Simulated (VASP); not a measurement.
Input of a VASP 6.6.1 run:

POSCAR

```
HfO2
1.0
    0.0000000000      2.6556190372      2.6556190372
    2.6556190372      0.0000000000      2.6556190372
    2.6556190372      2.6556190372      0.0000000000
Hf O
1 2
Direct
    0.0000000000      0.0000000000      0.0000000000
    0.2500000000      0.2500000000      0.2500000000
    0.7500000000      0.7500000000      0.7500000000
```

Contents of INCAR.step1:

```
PREC = Accurate
ENCUT = 520
ISMEAR = 0
SIGMA = 0.05
LREAL = False
LASPH = True
NELM = 100
NBANDS = 18
GGA = PE
ALGO = Normal
EDIFF = 1E-4
LWAVE = True
LCHARG = False
```

The input INCAR.step2:

```
PREC = Accurate
ENCUT = 520
EDIFF = 1E-6
ISMEAR = 0
SIGMA = 0.05
LREAL = False
LASPH = True
NELM = 100
ALGO = Normal
ISIF = 2
LWAVE = False
LCHARG = False
METAGGA = R2SCAN
LMIXTAU = True
NBANDS = 18
ISTART = 1
```

The input KPOINTS:

```
regular mesh
0
Gamma
  8 8 8
```

Potentials or basis: VASP PAW PBE potentials, release 64 (Hf_pv, O).

The run is started by

```sh
$ cat potpaw_PBE.64/Hf_pv/POTCAR potpaw_PBE.64/O/POTCAR > POTCAR
$ cp INCAR.step1 INCAR
$ mpirun -np 1 vasp_std > vasp.out
$ cp INCAR.step2 INCAR
$ mpirun -np 1 vasp_std > vasp.out
```

Question: What does it give for the pressure?

Answer: -31.8 GPa.

Question: What does it give for the band gap on the k mesh?

Answer: 3.87 eV, direct.

Caveat: the cell differs from its parent crystal (strain +0.050 along x and y, +0.050 along z); the PAW data sets were made with another functional, which shifts forces and pressure a little; spin-orbit coupling is left out, which moves the levels of the heavy elements. A k mesh can miss the band edges.
